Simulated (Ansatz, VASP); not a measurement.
**One calculation of Si2C, two programs**

```
Si C
1.0
     1.46031   -4.80417    0.00000
     1.46031    4.80417    0.00000
     0.00000    0.00000    4.75461
Si C
4 2
Direct
  0.96828 0.03172 0.25000
  0.68928 0.31072 0.25000
  0.31072 0.68928 0.75000
  0.03172 0.96828 0.75000
  0.32329 0.67671 0.25000
  0.67671 0.32329 0.75000
```

Alike in both runs: functional PBE; k mesh 6 × 6 × 4; occupations gaussian, width 0.1 eV; no spin polarisation.

Ansatz relaxed the structure, and its values are those at the end. VASP's run is a single point on that final structure, the one shown.

|  | VASP | Ansatz |
| --- | --- | --- |
| version | VASP 6.6.1 | Ansatz 0.2.0 |
| potentials or method | VASP PAW PBE potentials, release 64 (Si, C), cutoff 520 eV | scalar-relativistic, plane waves, PAW |
| valence electrons in the cell | 24 | 24 |

|  | VASP | Ansatz | Ansatz less VASP |
| --- | --- | --- | --- |
| gap on the k mesh at the Fermi level (eV) | none | none | - |
| pressure (GPa) | 0.1 | 0.1 | +0.01 |
| rms of the force components (eV/Å) | 0.004 | 0.001 | -0.0036 |

A gap of «none» marks a metal or a gap that the smearing closes.

The k mesh is coarse, so the values compare programs but aren't converged.
